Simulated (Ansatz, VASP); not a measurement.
**One calculation of Cr, two programs**

```
Cr
1.0
     2.81453    0.00000    0.00000
     0.00000    2.81453    0.00000
     0.00000    0.00000    2.81453
Cr
2
Cartesian
  0.0000 0.0000 0.0000
  1.4073 1.4073 1.4073
```

Alike in both runs: functional PBEsol; k mesh 18 × 18 × 18; occupations fermi-dirac, width 0.05 eV; collinear spin.

Ansatz relaxed the structure, and its values are those at the end. VASP's run is a single point on that final structure, the one shown.

```csv
,VASP,Ansatz
version,VASP 6.6.1,Ansatz 0.2.0
potentials or method,"VASP PAW PBE potentials, release 64 (Cr_pv)","PAW with Ansatz's default frozen-core files, scalar-relativistic"
plane-wave cutoff (eV),500,420
valence electrons in the cell,24,28
```

VASP gave:

```
pressure (GPa)                                                : 0.3
net moment per atom (μB)                                      : 0.00
size of the moment on the site where the two differ most (μB) : 0.44
```

What did Ansatz give for the same quantities?

Pressure (GPa): 0.0; net moment per atom (μB): 0.00; size of the moment on the site where the two differ most (μB): 0.00.

VASP's potentials were made for PBE, not for PBEsol. Site moments also hang on the region over which each program counts them. VASP's potentials hold 24 valence electrons a cell and Ansatz's 28, so a difference there can come from the potentials and not from the codes. Ansatz's warnings: seeded moment not kept.
